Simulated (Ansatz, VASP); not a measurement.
## ZnS in VASP and in Ansatz

```
CELL_PARAMETERS angstrom
0.00000 2.92102 2.48828
2.92102 0.00000 2.48828
2.92102 2.92102 0.00000
ATOMIC_POSITIONS crystal
Zn 0.00000 0.00000 0.00000
S 0.75000 0.75000 0.75000
```

Change from the starting cell: strain +0.080 along x and y, -0.080 along z, atoms carried along.

Alike in both runs: task single point; functional r2SCAN; k mesh 8 × 8 × 8; occupations gaussian, width 0.05 eV; no spin polarisation.

```csv
,VASP,Ansatz
version,VASP 6.6.1,Ansatz 0.2.0
potentials or method,"VASP PAW PBE potentials, release 64 (Zn, S), cutoff 520 eV","scalar-relativistic, plane waves, PAW"
valence electrons in the cell,18,18
```

|  | VASP | Ansatz | Ansatz less VASP |
| --- | --- | --- | --- |
| gap on the k mesh at the Fermi level (eV) | 2.01 | 2.00 | -0.006 |
| least direct gap on the mesh (eV) | 2.01 | 2.00 | -0.006 |
| pressure (GPa) | -5.9 | -5.9 | -0.02 |
| traceless stress, the component that is largest in VASP (GPa) | 3.70 | 3.70 | 0.000 |

VASP's potentials were made for PBE, not for r2SCAN.
